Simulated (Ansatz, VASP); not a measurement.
One calculation of Hg, two programs

Contents of INCAR:

```
PREC = Accurate
ENCUT = 600
EDIFF = 1E-7
ISMEAR = -1
SIGMA = 0.1
LREAL = F
LASPH = T
NELM = 100
ALGO = Normal
ISIF = 3
LWAVE = F
LCHARG = F
GGA = B5
ALDAX = 1.0
AGGAX = 1.0
AGGAC = 1.0
ALDAC = 0.0
IBRION = 2
NSW = 80
EDIFFG = -0.01
```

KPOINTS

```
Automatic mesh
0
Gamma
  11 11 3
```

Contents of POSCAR:

```
Hg
1.0
    3.1954827370      0.0000000000      0.0000000000
   -1.5977413685      2.7673692276      0.0000000000
    0.0000000000      0.0000000000     10.4364466190
Hg
4
Direct
    0.0000000000      0.0000000000      0.0000000000
    0.0000000000      0.0000000000      0.5000000000
    0.3333333333      0.6666666667      0.2500000000
    0.6666666667      0.3333333333      0.7500000000
```

Input for Ansatz:

```yaml
crystal:
  lattice:
    - [3.195482737, 0.0, 0.0]
    - [-1.5977413685, 2.7673692276, 0.0]
    - [0.0, 0.0, 10.436446619]
  atoms:
    - { symbol: Hg, position: [0.0, 0.0, 0.0] }
    - { symbol: Hg, position: [0.0, 0.0, 0.5] }
    - { symbol: Hg, position: [0.3333333333, 0.6666666667, 0.25] }
    - { symbol: Hg, position: [0.6666666667, 0.3333333333, 0.75] }
hamiltonian:
  xc: blyp
  pseudopotentials:
    kind: paw
    azcp:
      Hg: "pseudopotentials/Hg.paw.azcp"
basis:
  ecutwfc: 420
  fft_grid_basis: typed
kpoints:
  mp_grid: { grid: [11, 11, 3], shift: [0, 0, 0] }
magnetization:
  spin_polarized: false
scf:
  occupations: { method: fermi_dirac, width: 0.1 }
relax:
  max_steps: 60
  f_tol: 0.01
  cell: {}
```

Alike in both runs: task relaxation of cell and atoms; functional BLYP; k mesh 11 × 11 × 3; occupations fermi-dirac, width 0.1 eV; no spin polarisation.

|  | VASP | Ansatz |
| --- | --- | --- |
| version | VASP 6.6.1 | Ansatz 0.2.0 |
| potentials or method | VASP PAW PBE potentials, release 64 (Hg), cutoff 600 eV | plane waves (420 eV) with PAW, scalar-relativistic |
| valence electrons in the cell | 48 | 80 |

Ansatz gave:

```
relaxed volume (Å³/atom)                                     : 154.57
relaxed cell length with the largest relative difference (Å) : 6.084
```

Which values does VASP return?

Relaxed volume (Å³/atom): 49.03; relaxed cell length with the largest relative difference (Å): 4.099.

VASP's potentials were made for PBE, not for BLYP. One of these differences is far larger than is usual between the two programs; its cause wasn't traced. VASP's potentials hold 48 valence electrons a cell and Ansatz's 80, so a difference there can come from the potentials and not from the codes.

Neither program's run includes spin-orbit coupling. Noted on VASP's run: the volume moved by over 15 % at a fixed basis, so the end points are rough.
